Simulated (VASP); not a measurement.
# Mo (Im-3m) in VASP: a series of runs, part 2 of 2

VASP 6.6.1. The steps go on from the part before.

**3. Electric field gradients, r2SCAN+D3(BJ), non-collinear spin, zero start, spin-orbit coupling**

POSCAR reads:

```
Mo
1.0
   -1.5838089719      1.5838089719      1.5838089719
    1.5838089719     -1.5838089719      1.5838089719
    1.5838089719      1.5838089719     -1.5838089719
Mo
1
Direct
    0.0000000000      0.0000000000      0.0000000000
```

INCAR.step1 reads:

```
PREC     = Accurate       # precision mode
ENCUT    = 520            # plane-wave cutoff, eV
ISMEAR   = -1             # smearing method
SIGMA    = 0.01           # smearing width, eV
LREAL    = False          # projectors in reciprocal space
LASPH    = True           # aspherical terms in the spheres
NELM     = 150            # most SCF steps
MAGMOM   = 0 0 0          # initial moments
LSORBIT  = True           # spin-orbit coupling
GGA_COMPAT= False        
LMAXMIX  = 4              # l up to which the mixer works
NBANDS   = 25             # bands
GGA      = PE             # functional
ALGO     = Normal         # electronic algorithm
EDIFF    = 1E-4           # SCF threshold, eV
LWAVE    = True           # write WAVECAR
LCHARG   = False          # write CHGCAR
```

INCAR.step2 reads:

```
PREC     = Accurate       # precision mode
ENCUT    = 520            # plane-wave cutoff, eV
EDIFF    = 1E-8           # SCF threshold, eV
ISMEAR   = -1             # smearing method
SIGMA    = 0.01           # smearing width, eV
LREAL    = False          # projectors in reciprocal space
LASPH    = True           # aspherical terms in the spheres
NELM     = 150            # most SCF steps
ALGO     = Normal         # electronic algorithm
ISIF     = 2              # what is computed and relaxed
LWAVE    = False          # write WAVECAR
LCHARG   = False          # write CHGCAR
MAGMOM   = 0 0 0          # initial moments
LORBIT   = 11             # projections on sites
LSORBIT  = True           # spin-orbit coupling
GGA_COMPAT= False        
LORBMOM  = True         
LMAXMIX  = 4              # l up to which the mixer works
METAGGA  = R2SCAN         # meta-GGA
LMIXTAU  = True         
IVDW     = 12             # dispersion correction
VDW_S6   = 1.0          
VDW_S8   = 0.78981345   
VDW_A1   = 0.49484001   
VDW_A2   = 5.73083694   
LEFG     = True         
NBANDS   = 25             # bands
ISTART   = 1
```

KPOINTS reads:

```
regular mesh
0
Gamma
  12 12 12
```

Potentials or basis: VASP PAW PBE potentials, release 64 (Mo_sv).

The run is started by

```sh
$ cat potpaw_PBE.64/Mo_sv/POTCAR > POTCAR
$ cp INCAR.step1 INCAR
$ mpirun -np 1 vasp_ncl > vasp.out
$ cp INCAR.step2 INCAR
$ mpirun -np 1 vasp_ncl > vasp.out
```

OUTCAR:

```text
PREC = Accurate
   ENCUT = 520
   EDIFF = 1E-8
   ISMEAR = -1
   LREAL = False
   LASPH = True
   NELM = 150
   ISIF = 2
   LORBIT = 11
   LSORBIT = True
   METAGGA = R2SCAN
   IVDW = 12
   ISTART = 1
 IVDW          = 12

 ion  position               nearest neighbor table
   1  0.000  0.000  0.000-

  LATTYP: Found a body centered cubic cell.
 ALAT       =     3.1676179438

  Lattice vectors:

 A1 = (  -1.5838089719,   1.5838089719,   1.5838089719)
 A2 = (   1.5838089719,  -1.5838089719,   1.5838089719)
 A3 = (   1.5838089719,   1.5838089719,  -1.5838089719)

Analysis of symmetry for initial positions (statically):
=====================================================================
 Subroutine PRICEL returns:
 Original cell was already a primitive cell.

 Routine SETGRP: Setting up the symmetry group for a
 body centered cubic supercell.

 Subroutine GETGRP returns: Found 48 space group operations
 (whereof 48 operations were pure point group operations)
 out of a pool of 48 trial point group operations.

The static configuration has the point symmetry O_h .

Analysis of symmetry for dynamics (positions and initial velocities):
=====================================================================
 Subroutine PRICEL returns:
 Original cell was already a primitive cell.

 Routine SETGRP: Setting up the symmetry group for a
 body centered cubic supercell.

[... 907 lines left out ...]

 orbital moment (x)

 # of ion     p       d       tot
 ----------------------------------------
  1         0.000  -0.000  -0.000
 ----------------------------------------
            0.000  -0.000  -0.000

 orbital moment (y)

 # of ion     p       d       tot
 ----------------------------------------
  1         0.000   0.000   0.000
 ----------------------------------------
            0.000   0.000   0.000

 orbital moment (z)

 # of ion     p       d       tot
 ----------------------------------------
  1         0.000   0.000   0.000
 ----------------------------------------
            0.000   0.000   0.000

 Spin-Orbit-Coupling matrix elements

 Ion:    1  E_soc:     -0.1988871
 l=   1
     0.0000000    -0.0290750    -0.0290750
    -0.0290750     0.0000000    -0.0290750
    -0.0290750    -0.0290750     0.0000000
 l=   2
     0.0000000    -0.0010526     0.0000000    -0.0010526    -0.0030202
    -0.0010526     0.0000000    -0.0022652    -0.0010526    -0.0007551
     0.0000000    -0.0022652     0.0000000    -0.0022652     0.0000000
    -0.0010526    -0.0010526    -0.0022652     0.0000000    -0.0007551
    -0.0030202    -0.0007551     0.0000000    -0.0007551     0.0000000
 l=   3
     0.0000000     0.0000000     0.0000000     0.0000000     0.0000000     0.0000000     0.0000000
     0.0000000     0.0000000     0.0000000     0.0000000     0.0000000     0.0000000     0.0000000
     0.0000000     0.0000000     0.0000000     0.0000000     0.0000000     0.0000000     0.0000000
     0.0000000     0.0000000     0.0000000     0.0000000     0.0000000     0.0000000     0.0000000
     0.0000000     0.0000000     0.0000000     0.0000000     0.0000000     0.0000000     0.0000000
     0.0000000     0.0000000     0.0000000     0.0000000     0.0000000     0.0000000     0.0000000
     0.0000000     0.0000000     0.0000000     0.0000000     0.0000000     0.0000000     0.0000000

 total charge

# of ion       s       p       d       tot
------------------------------------------
    1        2.371   6.208   3.853  12.433

 magnetization (x)

# of ion       s       p       d       tot
------------------------------------------
    1        0.000   0.000   0.000   0.000

 magnetization (y)

# of ion       s       p       d       tot
------------------------------------------
    1        0.000   0.000   0.000   0.000

 magnetization (z)

# of ion       s       p       d       tot
------------------------------------------
    1        0.000  -0.000   0.000   0.000
```

OUTCAR.step1:

```text
PREC = Accurate
   ENCUT = 520
   ISMEAR = -1
   LREAL = False
   LASPH = True
   NELM = 150
   LSORBIT = True
   GGA = PE
   EDIFF = 1E-4
[... 931 lines left out ...]
     0.0000000     0.0000000     0.0000000     0.0000000     0.0000000     0.0000000     0.0000000
     0.0000000     0.0000000     0.0000000     0.0000000     0.0000000     0.0000000     0.0000000
     0.0000000     0.0000000     0.0000000     0.0000000     0.0000000     0.0000000     0.0000000
     0.0000000     0.0000000     0.0000000     0.0000000     0.0000000     0.0000000     0.0000000
     0.0000000     0.0000000     0.0000000     0.0000000     0.0000000     0.0000000     0.0000000

=======================================================================

 ========================================================
```

Wall time 5.8 min (1 thread of AMD EPYC 7R13 (Zen 3), shared host); peak memory 0.17 GiB.

What came out:

- Free energy: -26.5232 eV
- Pressure: -6.7 GPa
- Net moment: 0.00 μB per cell
- Largest electric field gradient by atom: under 0.05 V/Å² on every atom
- Valence electrons inside the program's atomic spheres: Mo 12.43
- Dispersion energy per atom: -0.332 eV

Moments on the atoms (μB; x, y, z):
```
Mo  0.00 0.00 0.00
```

Caveat: the cell stands under tension; the PAW data sets were made with another functional, which shifts forces and pressure a little.
